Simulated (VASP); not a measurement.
Here is a VASP 6.6.1 calculation.

File INCAR:

```
PREC = Accurate
ENCUT = 520
EDIFF = 1E-6
ISMEAR = 0
SIGMA = 0.1
LREAL = False
LASPH = True
NELM = 80
ALGO = Normal
ISIF = 2
LWAVE = False
LCHARG = False
LDIPOL = True
IDIPOL = 3
DIPOL = 0.5 0.5 0.497
NBANDS = 28
```

File KPOINTS:

```
regular mesh
0
Gamma
  10 10 1
```

File POSCAR:

```
W
1.0
    2.8093052380      0.0000000000      0.0000000000
    0.0000000000      2.8093052380      0.0000000000
    0.0000000000      0.0000000000     17.9729575684
W
3
Direct
    0.5000000000      0.5000000000      0.3894740180
    0.0000000000      0.0000000000      0.4967778575
    0.5000000000      0.5000000000      0.6040886539
```

Potentials or basis: VASP PAW LDA potentials, release 64 (W_sv).

Run with:

```sh
$ cat potpaw_LDA.64/W_sv/POTCAR > POTCAR
$ mpirun -np 1 vasp_std > vasp.out
```

**Question.** Predict the largest force.

**Answer.** 0.070 eV/Å.

**Question.** Estimate the band gap on the k mesh.

**Answer.** Zero (band 21 reaches 2.81 eV, above the bottom of band 22 at 0.27 eV).

Forces in eV/Å, atoms in the order of the input:
```
W    0.000  0.000 -0.070
W    0.000  0.000  0.000
W    0.000  0.000  0.070
```

Caveat: spin-orbit coupling is left out, which moves the levels of the heavy elements.
